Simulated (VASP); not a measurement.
# Nb (Im-3m) in VASP: notebook, part 2 of 2

VASP 6.6.1. The steps go on from the part before.

**4. Single point, r2SCAN**

POSCAR

```
Nb
1.0
   -1.6360340000      1.6360340000      1.6360340000
    1.6360340000     -1.6360340000      1.6360340000
    1.6360340000      1.6360340000     -1.6360340000
Nb
1
Direct
    0.0000000000      0.0000000000      0.0000000000
```

INCAR.step1

```
SYSTEM = Nb
ALGO = Normal
EDIFF = 1E-4
ENCUT = 520
GGA = PE
ISMEAR = -1
LASPH = .True.
LCHARG = .False.
LREAL = .False.
LWAVE = .True.
NBANDS = 12
NELM = 80
PREC = Accurate
SIGMA = 0.05
```

INCAR.step2

```
SYSTEM = Nb
ALGO = Normal
EDIFF = 1E-6
ENCUT = 520
ISIF = 2
ISMEAR = -1
ISTART = 1
LASPH = .True.
LCHARG = .True.
LELF = .True.
LMIXTAU = .True.
LREAL = .False.
LVHAR = .True.
LWAVE = .False.
METAGGA = R2SCAN
NBANDS = 12
NELM = 80
PREC = Accurate
SIGMA = 0.05
```

KPOINTS

```
k-points
0
Gamma
  11 11 11
  0 0 0
```

Potentials or basis: VASP PAW PBE potentials, release 64 (Nb_sv).

On the command line:

```console
$ cat potpaw_PBE.64/Nb_sv/POTCAR > POTCAR
$ cp INCAR.step1 INCAR
$ mpirun -np 1 vasp_std > vasp.out
$ cp INCAR.step2 INCAR
$ mpirun -np 1 vasp_std > vasp.out
```

OUTCAR:

```text
SYSTEM = Nb
   EDIFF = 1E-6
   ENCUT = 520
   ISIF = 2
   ISMEAR = -1
   ISTART = 1
   LASPH = .True.
   LREAL = .False.
   METAGGA = R2SCAN
   NELM = 80
   PREC = Accurate

 ion  position               nearest neighbor table
   1  0.000  0.000  0.000-

  LATTYP: Found a body centered cubic cell.
 ALAT       =     3.2720680000

  Lattice vectors:

 A1 = (  -1.6360340000,   1.6360340000,   1.6360340000)
 A2 = (   1.6360340000,  -1.6360340000,   1.6360340000)
 A3 = (   1.6360340000,   1.6360340000,  -1.6360340000)

Analysis of symmetry for initial positions (statically):
=====================================================================
 Subroutine PRICEL returns:
 Original cell was already a primitive cell.

 Routine SETGRP: Setting up the symmetry group for a
 body centered cubic supercell.

 Subroutine GETGRP returns: Found 48 space group operations
 (whereof 48 operations were pure point group operations)
 out of a pool of 48 trial point group operations.

The static configuration has the point symmetry O_h .

Analysis of symmetry for dynamics (positions and initial velocities):
=====================================================================
 Subroutine PRICEL returns:
 Original cell was already a primitive cell.

 Routine SETGRP: Setting up the symmetry group for a
 body centered cubic supercell.

 Subroutine GETGRP returns: Found 48 space group operations
 (whereof 48 operations were pure point group operations)
 out of a pool of 48 trial point group operations.

The dynamic configuration has the point symmetry O_h .

 Subroutine INISYM returns: Found 48 space group operations
 (whereof 48 operations are pure point group operations),
 and found     1 'primitive' translations

----------------------------------------------------------------------------------------

                                     Primitive cell

  volume of cell :      17.5161

  direct lattice vectors                    reciprocal lattice vectors
    -1.636034000  1.636034000  1.636034000     0.000000000  0.305617120  0.305617120
     1.636034000 -1.636034000  1.636034000     0.305617120  0.000000000  0.305617120
     1.636034000  1.636034000 -1.636034000     0.305617120  0.305617120  0.000000000

  length of vectors
     2.833694011  2.833694011  2.833694011     0.432207877  0.432207877  0.432207877

  position of ions in fractional coordinates (direct lattice)
     0.000000000  0.000000000  0.000000000

  ion indices of the primitive-cell ions
   primitive index   ion index
                 1           1

----------------------------------------------------------------------------------------

 KPOINTS: k-points

Automatic generation of k-mesh.
 Grid dimensions read from file:
 generate k-points for:   11   11   11

 Generating k-lattice:

  Cartesian coordinates                     Fractional coordinates (reciprocal lattice)
     0.000000000  0.027783375  0.027783375     0.090909091  0.000000000  0.000000000
     0.027783375  0.000000000  0.027783375     0.000000000  0.090909091  0.000000000
     0.027783375  0.027783375  0.000000000     0.000000000  0.000000000  0.090909091

  Length of vectors
     0.039291625  0.039291625  0.039291625

  Shift w.r.t. Gamma in fractional coordinates (k-lattice)
     0.000000000  0.000000000  0.000000000

 Subroutine IBZKPT returns following result:
 ===========================================

 Found     56 irreducible k-points:

 Following reciprocal coordinates:
            Coordinates               Weight
  0.000000  0.000000  0.000000      1.000000
  0.090909  0.000000  0.000000     12.000000
  0.181818  0.000000  0.000000     12.000000
  0.272727  0.000000  0.000000     12.000000
  0.363636  0.000000  0.000000     12.000000
  0.454545  0.000000  0.000000     12.000000
[... 16 lines left out ...]
  0.272727  0.181818  0.090909     48.000000
  0.363636  0.181818  0.090909     24.000000
 [... further k-points ...]
   k-points           NKPTS =     56   k-points in BZ     NKDIM =     56   number of bands    NBANDS=     12
   number of dos      NEDOS =    301   number of ions     NIONS =      1
   total plane-waves  NPLWV =  13824
   dimension x,y,z NGX =    24 NGY =   24 NGZ =   24
   dimension x,y,z NGXF=    48 NGYF=   48 NGZF=   48
   ions per type =               1
   NGX,Y,Z   is equivalent  to a cutoff of  14.08, 14.08, 14.08 a.u.
   NGXF,Y,Z  is equivalent  to a cutoff of  28.16, 28.16, 28.16 a.u.
 SYSTEM =  Nb
   PREC   = accura    normal or accurate (medium, high low for compatibility)
   ISTART =      1    job   : 0-new  1-cont  2-samecut
   ICHARG =      0    charge: 1-file 2-atom 10-const
   ISPIN  =      1    spin polarized calculation?
   LNONCOLLINEAR =      F non collinear calculations
   LSORBIT =      F    spin-orbit coupling
   LASPH  =      T    aspherical Exc in radial PAW
   ENCUT  =  520.0 eV  38.22 Ry    6.18 a.u.   5.27  5.27  5.27*2*pi/ulx,y,z
   NELM   =     80;   NELMIN=  2; NELMDL=  0     # of ELM steps
   EDIFF  = 0.1E-05   stopping-criterion for ELM
   LREAL  =      F    real-space projection
   EDIFFG = 0.1E-04   stopping-criterion for IOM
   NSW    =      0    number of steps for IOM
   IBRION =     -1    ionic relax: 0-MD 1-quasi-New 2-CG
   NFREE  =      0    steps in history (QN), initial steepest desc. (CG)
   ISIF   =      2    stress and relaxation
   ISYM   =      2    0-nonsym 1-usesym 2-fastsym
   POTIM  = 0.5000    time-step for ionic-motion
   TEBEG  =    0.0;   TEEND  =   0.0 temperature during run
   PSTRESS=    0.0 pullay stress
   NELECT =      13.0000    total number of electrons
   NUPDOWN=      -1.0000    fix difference up-down
   EMIN   =  10.00;   EMAX   =-10.00  energy-range for DOS
   EFERMI =   0.00;   METHOD = LEGACY
   ISMEAR =    -1;   SIGMA  =   0.05  broadening in eV -4-tet -1-fermi 0-gaus
   EFERMI_NEDOS =   21; number of points for ismear=-14 and -15
   IALGO  =     38    algorithm
   IMIX   =      4    mixing-type and parameters
     AMIX     =   0.40;   BMIX     =  1.00
     AMIX_MAG =   1.60;   BMIX_MAG =  1.00
  volume/ion in A,a.u.               =      17.52       118.20
  Fermi-wavevector in a.u.,A,eV,Ry     =   1.482212  2.800974 29.891348  2.196952
  Thomas-Fermi vector in A             =   2.596026
   LORBIT       =      0    0 simple, 1 ext, 2 COOP (PROOUT), +10 PAW based schemes
   METAGGA = R2SCAN    functional components
   LHFCALC =     F    Hartree Fock is set to
   AEXX    =    0.0000 exact exchange contribution
   IVDW    =     0    specifies the selected vdW correction
   LEPSILON=     F    determine dielectric tensor
   LRPA    =     F    only Hartree local field effects (RPA)
 non-spin polarized calculation
  energy-cutoff  :      520.00
  volume of cell :       17.52
 maximum number of plane-waves:       482
 NGX is ok and might be reduce to    24
   NGX = 11   NGY = 11   NGZ = 11

 number of electron      13.0000001 magnetization

 Free energy of the ion-electron system (eV)
  ---------------------------------------------------
  ext. energy  EPLUGINS =         0.00000000
  ---------------------------------------------------
  free energy    TOTEN  =       -24.83243791 eV

  energy without entropy =      -24.81863768  energy(sigma->0) =      -24.82553779

 E-fermi :  11.4888     XC(G=0): -13.7917

 val. band max:       11.4800213636   @ k =  -0.1818   0.1818   0.0909
 cond. band min:      11.5471078222   @ k =   0.0909   0.0909   0.0000
 fundamental gap:      0.0670864586
 Fermi energy:        11.4888003638

 k-point     1 :       0.0000    0.0000    0.0000
  band No.  band energies     occupation
      1     -44.5990      2.00000
      2     -19.0709      2.00000
      3     -19.0709      2.00000
      4     -19.0709      2.00000
      5       5.1971      2.00000
      6      11.9594      0.00016
      7      11.9594      0.00016
      8      11.9594      0.00016
      9      15.1805      0.00000
     10      15.1805      0.00000
     11      26.4840      0.00000
     12      26.4840      0.00000
[... 331 lines left out ...]
 k-point    24 :       0.3636    0.1818    0.0909
  band No.  band energies     occupation
      1     -44.2819      2.00000
      2     -20.3749      2.00000
      3     -19.7855      2.00000
      4     -19.3356      2.00000
      5       8.9322      2.00000
      6       9.8117      2.00000
      7      11.8513      0.00142
      8      15.6020      0.00000
      9      16.0554      0.00000
     10      21.2510      0.00000
     11      23.0541      0.00000
     12      25.0539      0.00000

 [... further k-points ...]

------------------------ aborting loop because EDIFF is reached ----------------------------------------

  FORCE on cell =-STRESS in cart. coord.  units (eV):
  Direction    XX          YY          ZZ          XY          YZ          ZX
  --------------------------------------------------------------------------------------
  -------------------------------------------------------------------------------------
  Total        0.6512170      0.6512170      0.6512170      0.0000000      0.0000000      0.0000000
  in kB       59.5661266     59.5661266     59.5661266      0.0000000      0.0000000      0.0000000
  external PRESSURE =      59.5661266 kB  Pullay stress =       0.0000000 kB

 VOLUME and BASIS-vectors are now :
 -----------------------------------------------------------------------------
  energy-cutoff  :      520.00
  volume of cell :       17.52
      direct lattice vectors                 reciprocal lattice vectors
    -1.636034000  1.636034000  1.636034000     0.000000000  0.305617120  0.305617120
     1.636034000 -1.636034000  1.636034000     0.305617120  0.000000000  0.305617120
     1.636034000  1.636034000 -1.636034000     0.305617120  0.305617120  0.000000000

 POSITION                                       TOTAL-FORCE (eV/Angst)
 -----------------------------------------------------------------------------------
      0.00000      0.00000      0.00000         0.000000     -0.000000     -0.000000
 -----------------------------------------------------------------------------------
    total drift:                                0.000000      0.000000      0.000000

  FREE ENERGIE OF THE ION-ELECTRON SYSTEM (eV)
  ---------------------------------------------------
  free  energy   TOTEN  =       -24.8324379100 eV

  energy  without entropy=      -24.8186376778  energy(sigma->0) =      -24.82553779
```

OUTCAR.step1:

```text
SYSTEM = Nb
   EDIFF = 1E-4
   ENCUT = 520
   GGA = PE
   ISMEAR = -1
   LASPH = .True.
   LREAL = .False.
[... 576 lines left out ...]
 -----------------------------------------------------------------------------------
      0.00000      0.00000      0.00000         0.000000      0.000000     -0.000000
 -----------------------------------------------------------------------------------
    total drift:                               -0.000000      0.000000      0.000000

  FREE ENERGIE OF THE ION-ELECTRON SYSTEM (eV)
  ---------------------------------------------------
  free  energy   TOTEN  =       -10.2014192333 eV

  energy  without entropy=      -10.1858597394  energy(sigma->0) =      -10.19363949
```

OSZICAR.step1:

```text
N       E                     dE             d eps       ncg     rms          rms(c)
DAV:   1     0.116279497982E+03    0.11628E+03   -0.72966E+03  1352   0.109E+03
DAV:   2    -0.604426259107E+01   -0.12232E+03   -0.11789E+03  1448   0.393E+02
DAV:   3    -0.103479628322E+02   -0.43037E+01   -0.41464E+01  1948   0.645E+01
DAV:   4    -0.105945454442E+02   -0.24658E+00   -0.24512E+00  1936   0.136E+01
DAV:   5    -0.106011501565E+02   -0.66047E-02   -0.66025E-02  1896   0.201E+00    0.741E+00
DAV:   6    -0.102349116189E+02    0.36624E+00   -0.56486E-01  2156   0.968E+00    0.263E+00
DAV:   7    -0.101953355184E+02    0.39576E-01   -0.17571E-01  2220   0.537E+00    0.952E-01
DAV:   8    -0.102013330561E+02   -0.59975E-02   -0.12534E-02  1592   0.148E+00    0.442E-02
DAV:   9    -0.102014012828E+02   -0.68227E-04   -0.10911E-03  2148   0.313E-01    0.467E-02
DAV:  10    -0.102014192333E+02   -0.17951E-04   -0.26991E-05   984   0.718E-02
   1 F= -.10201419E+02 E0= -.10193639E+02  d E =-.155595E-01
```

It took 78 s on 1 thread of AMD EPYC 7R43 (Zen 3), shared host; peak memory 0.11 GiB.

What came out:

```yaml
Free_energy: -24.8324 eV
Pressure: 6.0 GPa
```

Caveat: the PAW data sets were made with another functional, which shifts forces and pressure a little.

**5. The runs side by side**

```csv
level,gap on the mesh (eV),pressure (GPa)
PBEsol,none,0.5
PBE,none,6.8
r2SCAN,none,6.0
```

Alike in all rows: task single point; potentials or basis VASP PAW PBE potentials, release 64 (Nb_sv); no spin polarisation; cell as given; k mesh 11 × 11 × 11; cutoff (eV) 520; smearing fermi-dirac 0.05 eV.

Every run on the cell as given and a fine mesh finds a metal. The pressure there spans 0.5 GPa (PBEsol) to 6.8 GPa (PBE); a positive pressure means that this level wants a larger cell, a negative one a smaller.

Caveats: the PAW data sets were made with another functional, which shifts forces and pressure a little (some runs).

Total energies depend on the potentials used, so only differences within one code and one set of settings carry meaning.
